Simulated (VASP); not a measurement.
# Al2O3 (Pbcn) in VASP: a series of runs

Al2O3 is run at these levels: PBE; tasks: single point.

Everything below comes from runs of VASP 6.6.1. Logs are shortened: lines on timing, memory, paths and dates and some standing lists are left out, and cuts for length are marked.

## 1. The cell of the first run

The structure is orthorhombic, space group Pbcn (No. 60). Conventional cell: a = 7.160 Å, b = 4.894 Å, c = 5.039 Å, α = 90.00°, β = 90.00°, γ = 90.00°. Al (site symmetry 1) has 6 O at 1.88 to 2.04 Å within 2.5 Å. O (site symmetry 1) has 4 Al at 1.90 to 2.04 Å and 9 O at 2.54 to 2.81 Å within 2.9 Å. O (site symmetry 2) has 4 Al at 1.88 to 1.99 Å and 8 O at 2.54 to 2.68 Å within 2.7 Å.

## 2. Single point, PBE (8.83 Å³/atom)

Contents of INCAR:

```
PREC = Accurate
ENCUT = 520
EDIFF = 1E-6
ISMEAR = 0
SIGMA = 0.02
LREAL = Auto
LASPH = T
NELM = 100
ALGO = Normal
ISIF = 2
LWAVE = F
LCHARG = F
GGA = PE
NBANDS = 64
```

Contents of KPOINTS:

```
regular mesh
0
Gamma
  4 6 6
```

Contents of POSCAR:

```
Al2O3
1.0
    7.1603623756      0.0000000000      0.0000000000
    0.0000000000      4.8938370703      0.0000000000
    0.0000000000      0.0000000000      5.0393592705
Al O
8 12
Direct
    0.3910192736      0.2519965560      0.0295596364
    0.6089807264      0.2519965560      0.4704403636
    0.1089807264      0.2480034440      0.5295596364
    0.8910192736      0.2480034440      0.9704403636
    0.6089807264      0.7480034440      0.9704403636
    0.3910192736      0.7480034440      0.5295596364
    0.8910192736      0.7519965560      0.4704403636
    0.1089807264      0.7519965560      0.0295596364
    0.6537780613      0.1067314704      0.1014669361
    0.3462219387      0.1067314704      0.3985330639
    0.8462219387      0.3932685296      0.6014669361
    0.1537780613      0.3932685296      0.8985330639
    0.3462219387      0.8932685296      0.8985330639
    0.6537780613      0.8932685296      0.6014669361
    0.1537780613      0.6067314704      0.3985330639
    0.8462219387      0.6067314704      0.1014669361
    0.0000000000      0.0485834009      0.2500000000
    0.5000000000      0.4514165991      0.7500000000
    0.0000000000      0.9514165991      0.7500000000
    0.5000000000      0.5485834009      0.2500000000
```

Potentials or basis: VASP PAW PBE potentials, release 64 (Al, O).

The run is started by

```
cat potpaw_PBE.64/Al/POTCAR potpaw_PBE.64/O/POTCAR > POTCAR
mpirun -np 1 vasp_std > vasp.out
```

OUTCAR:

```text
PREC = Accurate
   ENCUT = 520
   EDIFF = 1E-6
   ISMEAR = 0
   LREAL = Auto
   LASPH = T
   NELM = 100
   ISIF = 2
   GGA = PE

 ion  position               nearest neighbor table
   1  0.391  0.252  0.030-  18 1.88  13 1.90  12 1.95  20 1.99  10 2.02   9 2.04   2 2.72   5 2.90
                             5 2.93   8 3.17   8 3.17   2 3.22   3 3.23   3 3.23
   2  0.609  0.252  0.470-  18 1.88  14 1.90  11 1.95  20 1.99   9 2.02  10 2.04   1 2.72   6 2.90
                             6 2.93   7 3.17   7 3.17   1 3.22   4 3.23   4 3.23
   3  0.109  0.248  0.530-  17 1.88  15 1.90  10 1.95  19 1.99  12 2.02  11 2.04   4 2.72   7 2.90
                             7 2.93   6 3.17   6 3.17   4 3.22   1 3.23   1 3.23
   4  0.891  0.248  0.970-  17 1.88  16 1.90   9 1.95  19 1.99  11 2.02  12 2.04   3 2.72   8 2.90
                             8 2.93   5 3.17   5 3.17   3 3.22   2 3.23   2 3.23
   5  0.609  0.748  0.970-  20 1.88   9 1.90  16 1.95  18 1.99  14 2.02  13 2.04   6 2.72   1 2.90
                             1 2.93   4 3.17   4 3.17   6 3.22   7 3.23   7 3.23
   6  0.391  0.748  0.530-  20 1.88  10 1.90  15 1.95  18 1.99  13 2.02  14 2.04   5 2.72   2 2.90
                             2 2.93   3 3.17   3 3.17   5 3.22   8 3.23   8 3.23
   7  0.891  0.752  0.470-  19 1.88  11 1.90  14 1.95  17 1.99  16 2.02  15 2.04   8 2.72   3 2.90
                             3 2.93   2 3.17   2 3.17   8 3.22   5 3.23   5 3.23
   8  0.109  0.752  0.030-  19 1.88  12 1.90  13 1.95  17 1.99  15 2.02  16 2.04   7 2.72   4 2.90
                             4 2.93   1 3.17   1 3.17   7 3.22   6 3.23   6 3.23
   9  0.654  0.107  0.101-   5 1.90   4 1.95   2 2.02   1 2.04
  10  0.346  0.107  0.399-   6 1.90   3 1.95   1 2.02   2 2.04
  11  0.846  0.393  0.601-   7 1.90   2 1.95   4 2.02   3 2.04
  12  0.154  0.393  0.899-   8 1.90   1 1.95   3 2.02   4 2.04
  13  0.346  0.893  0.899-   1 1.90   8 1.95   6 2.02   5 2.04
  14  0.654  0.893  0.601-   2 1.90   7 1.95   5 2.02   6 2.04
  15  0.154  0.607  0.399-   3 1.90   6 1.95   8 2.02   7 2.04
  16  0.846  0.607  0.101-   4 1.90   5 1.95   7 2.02   8 2.04
  17  0.000  0.049  0.250-   3 1.88   4 1.88   7 1.99   8 1.99
  18  0.500  0.451  0.750-   1 1.88   2 1.88   5 1.99   6 1.99
  19  0.000  0.951  0.750-   7 1.88   8 1.88   3 1.99   4 1.99
  20  0.500  0.549  0.250-   5 1.88   6 1.88   1 1.99   2 1.99

  LATTYP: Found a simple orthorhombic cell.
 ALAT       =     4.8938370703
 B/A-ratio  =     1.0297358081
 C/A-ratio  =     1.4631386932

  Lattice vectors:

 A1 = (   0.0000000000,   4.8938370703,   0.0000000000)
 A2 = (   0.0000000000,   0.0000000000,   5.0393592705)
 A3 = (   7.1603623756,   0.0000000000,   0.0000000000)

Analysis of symmetry for initial positions (statically):
=====================================================================
 Subroutine PRICEL returns:
 Original cell was already a primitive cell.

 Routine SETGRP: Setting up the symmetry group for a
 simple orthorhombic supercell.

 Subroutine GETGRP returns: Found  8 space group operations
 (whereof  2 operations were pure point group operations)
 out of a pool of  8 trial point group operations.

The static configuration has the point symmetry S_2 .
 The point group associated with its full space group is D_2h.

Analysis of symmetry for dynamics (positions and initial velocities):
=====================================================================
 Subroutine PRICEL returns:
 Original cell was already a primitive cell.

 Routine SETGRP: Setting up the symmetry group for a
 simple orthorhombic supercell.

 Subroutine GETGRP returns: Found  8 space group operations
 (whereof  2 operations were pure point group operations)
 out of a pool of  8 trial point group operations.

The dynamic configuration has the point symmetry S_2 .
 The point group associated with its full space group is D_2h.

 Subroutine INISYM returns: Found  8 space group operations
 (whereof  2 operations are pure point group operations),
 and found     1 'primitive' translations

----------------------------------------------------------------------------------------

                                     Primitive cell

  volume of cell :     176.5874

  direct lattice vectors                    reciprocal lattice vectors
     7.160362376  0.000000000  0.000000000     0.139657736  0.000000000  0.000000000
     0.000000000  4.893837070  0.000000000     0.000000000  0.204338638  0.000000000
[... 56 lines left out ...]
 generate k-points for:    4    6    6

 Generating k-lattice:

  Cartesian coordinates                     Fractional coordinates (reciprocal lattice)
     0.034914434  0.000000000  0.000000000     0.250000000  0.000000000  0.000000000
     0.000000000  0.034056440  0.000000000     0.000000000  0.166666667  0.000000000
     0.000000000  0.000000000  0.033072988     0.000000000  0.000000000  0.166666667

  Length of vectors
     0.034914434  0.034056440  0.033072988

  Shift w.r.t. Gamma in fractional coordinates (k-lattice)
     0.000000000  0.000000000  0.000000000

 Subroutine IBZKPT returns following result:
 ===========================================

 Found     48 irreducible k-points:

 Following reciprocal coordinates:
            Coordinates               Weight
  0.000000  0.000000  0.000000      1.000000
  0.250000  0.000000  0.000000      2.000000
  0.500000  0.000000  0.000000      1.000000
  0.000000  0.166667  0.000000      2.000000
  0.250000  0.166667  0.000000      4.000000
  0.500000  0.166667  0.000000      2.000000
[... 16 lines left out ...]
  0.250000  0.500000  0.166667      4.000000
  0.500000  0.500000  0.166667      2.000000
 [... further k-points ...]
   k-points           NKPTS =     48   k-points in BZ     NKDIM =     48   number of bands    NBANDS=     64
   number of dos      NEDOS =    301   number of ions     NIONS =     20
   total plane-waves  NPLWV =  77760
   dimension x,y,z NGX =    54 NGY =   36 NGZ =   40
   dimension x,y,z NGXF=   108 NGYF=   72 NGZF=   80
   ions per type =               8  12
   NGX,Y,Z   is equivalent  to a cutoff of  12.54, 12.23, 13.20 a.u.
   NGXF,Y,Z  is equivalent  to a cutoff of  25.07, 24.46, 26.39 a.u.
 SYSTEM =  unknown system
   PREC   = accura    normal or accurate (medium, high low for compatibility)
   ISTART =      0    job   : 0-new  1-cont  2-samecut
   ICHARG =      2    charge: 1-file 2-atom 10-const
   ISPIN  =      1    spin polarized calculation?
   LNONCOLLINEAR =      F non collinear calculations
   LSORBIT =      F    spin-orbit coupling
   LASPH  =      T    aspherical Exc in radial PAW
   ENCUT  =  520.0 eV  38.22 Ry    6.18 a.u.  13.31  9.10  9.37*2*pi/ulx,y,z
   NELM   =    100;   NELMIN=  2; NELMDL= -5     # of ELM steps
   EDIFF  = 0.1E-05   stopping-criterion for ELM
   LREAL  =      T    real-space projection
   EDIFFG = 0.1E-04   stopping-criterion for IOM
   NSW    =      0    number of steps for IOM
   IBRION =     -1    ionic relax: 0-MD 1-quasi-New 2-CG
   NFREE  =      0    steps in history (QN), initial steepest desc. (CG)
   ISIF   =      2    stress and relaxation
   ISYM   =      2    0-nonsym 1-usesym 2-fastsym
   POTIM  = 0.5000    time-step for ionic-motion
   TEBEG  =    0.0;   TEEND  =   0.0 temperature during run
   PSTRESS=    0.0 pullay stress
   NELECT =      96.0000    total number of electrons
   NUPDOWN=      -1.0000    fix difference up-down
   EMIN   =  10.00;   EMAX   =-10.00  energy-range for DOS
   EFERMI =   0.00;   METHOD = LEGACY
   ISMEAR =     0;   SIGMA  =   0.02  broadening in eV -4-tet -1-fermi 0-gaus
   EFERMI_NEDOS =   21; number of points for ismear=-14 and -15
   IALGO  =     38    algorithm
   IMIX   =      4    mixing-type and parameters
     AMIX     =   0.40;   BMIX     =  1.00
     AMIX_MAG =   1.60;   BMIX_MAG =  1.00
  volume/ion in A,a.u.               =       8.83        59.58
  Fermi-wavevector in a.u.,A,eV,Ry     =   1.336119  2.524900 24.289329  1.785215
  Thomas-Fermi vector in A             =   2.464771
   LORBIT       =      0    0 simple, 1 ext, 2 COOP (PROOUT), +10 PAW based schemes
   GGA     = PE    functional components
   LHFCALC =     F    Hartree Fock is set to
   AEXX    =    0.0000 exact exchange contribution
   IVDW    =     0    specifies the selected vdW correction
   LEPSILON=     F    determine dielectric tensor
   LRPA    =     F    only Hartree local field effects (RPA)
 non-spin polarized calculation
 Gauss-broadening in eV      SIGMA  =   0.02
  energy-cutoff  :      520.00
  volume of cell :      176.59
 maximum number of plane-waves:      4800
 NGX is ok and might be reduce to    54
   NGX = 27   NGY = 19   NGZ = 19

 number of electron      96.0000031 magnetization

 Free energy of the ion-electron system (eV)
  ---------------------------------------------------
  ext. energy  EPLUGINS =         0.00000000
  ---------------------------------------------------
  free energy    TOTEN  =      -147.65957588 eV

  energy without entropy =     -147.65957588  energy(sigma->0) =     -147.65957588

 E-fermi :   6.1201     XC(G=0): -11.5751

 val. band max:        5.9604842440   @ k =   0.0000   0.0000   0.0000
 cond. band min:      10.9390434150   @ k =   0.0000   0.0000   0.0000
 fundamental gap:      4.9785591710
 Fermi energy:         6.1200836455

 k-point     1 :       0.0000    0.0000    0.0000
  band No.  band energies     occupation
      1     -12.9925      2.00000
      2     -11.9595      2.00000
      3     -11.2220      2.00000
      4     -11.0134      2.00000
      5     -10.9577      2.00000
      6     -10.7569      2.00000
[... 1501 lines left out ...]
     59      16.3394      0.00000
     60      16.3394      0.00000

 [... further k-points ...]

 [bands above 60 left out]

------------------------ aborting loop because EDIFF is reached ----------------------------------------

  FORCE on cell =-STRESS in cart. coord.  units (eV):
  Direction    XX          YY          ZZ          XY          YZ          ZX
  --------------------------------------------------------------------------------------
  -------------------------------------------------------------------------------------
  Total       -7.2069671     -7.1951506     -7.2530018      0.0000000      0.0000000      0.0000000
  in kB      -65.3887887    -65.2815778    -65.8064610      0.0000000      0.0000000      0.0000000
  external PRESSURE =     -65.4922758 kB  Pullay stress =       0.0000000 kB

 VOLUME and BASIS-vectors are now :
 -----------------------------------------------------------------------------
  energy-cutoff  :      520.00
  volume of cell :      176.59
      direct lattice vectors                 reciprocal lattice vectors
     7.160362376  0.000000000  0.000000000     0.139657736  0.000000000  0.000000000
     0.000000000  4.893837070  0.000000000     0.000000000  0.204338638  0.000000000
     0.000000000  0.000000000  5.039359271     0.000000000  0.000000000  0.198437926

 POSITION                                       TOTAL-FORCE (eV/Angst)
 -----------------------------------------------------------------------------------
      2.79984      1.23323      0.14896        -0.004267      0.006130      0.003995
      4.36052      1.23323      2.37072         0.004267      0.006130     -0.003995
      0.78034      1.21369      2.66864         0.004267     -0.006130      0.003995
      6.38002      1.21369      4.89040        -0.004267     -0.006130     -0.003995
      4.36052      3.66061      4.89040         0.004267     -0.006130     -0.003995
      2.79984      3.66061      2.66864        -0.004267     -0.006130      0.003995
[... 12 lines left out ...]
      0.00000      4.65608      3.77952         0.000000      0.007556      0.000000
      3.58018      2.68468      1.25984        -0.000000     -0.007556      0.000000
 -----------------------------------------------------------------------------------
    total drift:                                0.000000     -0.000000     -0.000000

  FREE ENERGIE OF THE ION-ELECTRON SYSTEM (eV)
  ---------------------------------------------------
  free  energy   TOTEN  =      -147.6595758817 eV

  energy  without entropy=     -147.6595758817  energy(sigma->0) =     -147.65957588
```

It took 16 min on 1 thread of Intel Xeon 6975P-C (Granite Rapids), shared host; peak memory 0.47 GiB.

What came out:

```yaml
Free_energy: -147.6596 eV
Pressure: -6.5 GPa
Largest_force: 0.008 eV/Å
Band_gap_on_the_k_mesh: 4.98 eV
```

Forces in eV/Å, atoms in the order of the input:
```
Al  -0.004  0.006  0.004
Al   0.004  0.006 -0.004
Al   0.004 -0.006  0.004
Al  -0.004 -0.006 -0.004
Al   0.004 -0.006 -0.004
Al  -0.004 -0.006  0.004
Al  -0.004  0.006 -0.004
Al   0.004  0.006  0.004
O    0.003  0.001 -0.002
O   -0.003  0.001  0.002
O   -0.003 -0.001 -0.002
O    0.003 -0.001  0.002
O   -0.003 -0.001  0.002
O    0.003 -0.001 -0.002
O    0.003  0.001  0.002
O   -0.003  0.001 -0.002
O    0.000 -0.008  0.000
O    0.000  0.008  0.000
O    0.000  0.008  0.000
O    0.000 -0.008  0.000
```

Levels at points of the mesh, in eV from the valence-band top:
```tsv
k point	band 46	band 47	band 48	band 49	band 50	band 51
(0.00, 0.00, 0.00)	-0.15	-0.14	0.00	4.98	8.14	8.23
(0.50, 0.00, 0.00)	-0.28	-0.11	-0.11	6.51	6.51	9.15
(0.00, 0.50, 0.00)	-0.48	-0.10	-0.10	7.49	7.49	8.32
(0.50, 0.50, 0.00)	-0.25	-0.17	-0.17	8.07	8.07	8.11
(0.00, 0.00, 0.50)	-0.25	-0.11	-0.11	7.53	7.53	8.23
(0.50, 0.00, 0.50)	-0.30	-0.30	-0.30	8.02	8.02	8.02
(0.00, 0.50, 0.50)	-0.24	-0.24	-0.24	8.62	8.62	8.62
(0.50, 0.50, 0.50)	-0.47	-0.47	-0.47	8.49	8.49	8.49
```

Caveat: the cell stands under tension. A k mesh can miss the band edges.

## 3. Single point, PBE (9.09 Å³/atom)

This run uses another cell than the first one, of 9.09 Å³/atom.

Contents of INCAR:

```
SYSTEM = Al2O3
PREC = Accurate
ENCUT = 520
EDIFF = 1E-7
ISMEAR = 0
SIGMA = 0.02
LREAL = Auto
LASPH = .True.
NELM = 80
ALGO = Normal
ISIF = 2
LWAVE = .False.
LCHARG = .True.
GGA = PE
LELF = .True.
LVHAR = .True.
NBANDS = 64
```

Contents of KPOINTS:

```
Automatic mesh
0
Gamma
  4 6 6
  0 0 0
```

Contents of POSCAR:

```
Al2O3
1.0
    7.2267073764      0.0000000000      0.0000000000
    0.0000000000      4.9385437005      0.0000000000
    0.0000000000      0.0000000000      5.0920082614
Al O
8 12
Direct
    0.3916484081      0.2518644858      0.0285517228
    0.6083515919      0.2518644858      0.4714482772
    0.1083515919      0.2481355142      0.5285517228
    0.8916484081      0.2481355142      0.9714482772
    0.6083515919      0.7481355142      0.9714482772
    0.3916484081      0.7481355142      0.5285517228
    0.8916484081      0.7518644858      0.4714482772
    0.1083515919      0.7518644858      0.0285517228
    0.6535306792      0.1064681566      0.1006040269
    0.3464693208      0.1064681566      0.3993959731
    0.8464693208      0.3935318434      0.6006040269
    0.1535306792      0.3935318434      0.8993959731
    0.3464693208      0.8935318434      0.8993959731
    0.6535306792      0.8935318434      0.6006040269
    0.1535306792      0.6064681566      0.3993959731
    0.8464693208      0.6064681566      0.1006040269
    0.0000000000      0.0476680925      0.2500000000
    0.5000000000      0.4523319075      0.7500000000
    0.0000000000      0.9523319075      0.7500000000
    0.5000000000      0.5476680925      0.2500000000
```

Potentials or basis: VASP PAW PBE potentials, release 64 (Al, O).

The run is started by

```
cat potpaw_PBE.64/Al/POTCAR potpaw_PBE.64/O/POTCAR > POTCAR
mpirun -np 1 vasp_std > vasp.out
```

Run time: 20 min. Hardware: 1 thread of Intel Xeon 6975P-C (Granite Rapids), shared host; peak memory 0.48 GiB.

It converged, with:

```
Free energy            : -147.3682 eV
Pressure               : -12.0 GPa
Largest force          : 0.009 eV/Å
Band gap on the k mesh : 4.67 eV
```

Forces on the atoms (eV/Å):
```
Al  -0.007  0.001  0.006
Al   0.007  0.001 -0.006
Al   0.007 -0.001  0.006
Al  -0.007 -0.001 -0.006
Al   0.007 -0.001 -0.006
Al  -0.007 -0.001  0.006
Al  -0.007  0.001 -0.006
Al   0.007  0.001  0.006
O    0.007  0.003 -0.002
O   -0.007  0.003  0.002
O   -0.007 -0.003 -0.002
O    0.007 -0.003  0.002
O   -0.007 -0.003  0.002
O    0.007 -0.003 -0.002
O    0.007  0.003  0.002
O   -0.007  0.003 -0.002
O    0.000 -0.008  0.000
O    0.000  0.008  0.000
O    0.000  0.008  0.000
O    0.000 -0.008  0.000
```

Levels at points of the mesh, in eV from the valence-band top:
| k point | band 45 | band 46 | band 47 | band 48 | band 49 | band 50 | band 51 | band 52 |
| --- | --- | --- | --- | --- | --- | --- | --- | --- |
| (0.00, 0.00, 0.00) | -0.44 | -0.13 | -0.12 | 0.00 | 4.67 | 7.96 | 7.99 | 8.57 |
| (0.50, 0.00, 0.00) | -0.25 | -0.25 | -0.09 | -0.09 | 6.21 | 6.21 | 8.92 | 8.92 |
| (0.00, 0.50, 0.00) | -0.46 | -0.46 | -0.07 | -0.07 | 7.20 | 7.20 | 8.06 | 8.06 |
| (0.50, 0.50, 0.00) | -0.22 | -0.22 | -0.13 | -0.13 | 7.81 | 7.81 | 7.82 | 7.82 |
| (0.00, 0.00, 0.50) | -0.22 | -0.22 | -0.10 | -0.10 | 7.23 | 7.23 | 8.01 | 8.01 |
| (0.50, 0.00, 0.50) | -0.27 | -0.27 | -0.27 | -0.27 | 7.75 | 7.75 | 7.75 | 7.75 |
| (0.00, 0.50, 0.50) | -0.21 | -0.21 | -0.21 | -0.21 | 8.34 | 8.34 | 8.34 | 8.34 |
| (0.50, 0.50, 0.50) | -0.43 | -0.43 | -0.43 | -0.43 | 8.26 | 8.26 | 8.26 | 8.26 |

Caveat: the cell stands under tension. A k mesh can miss the band edges.
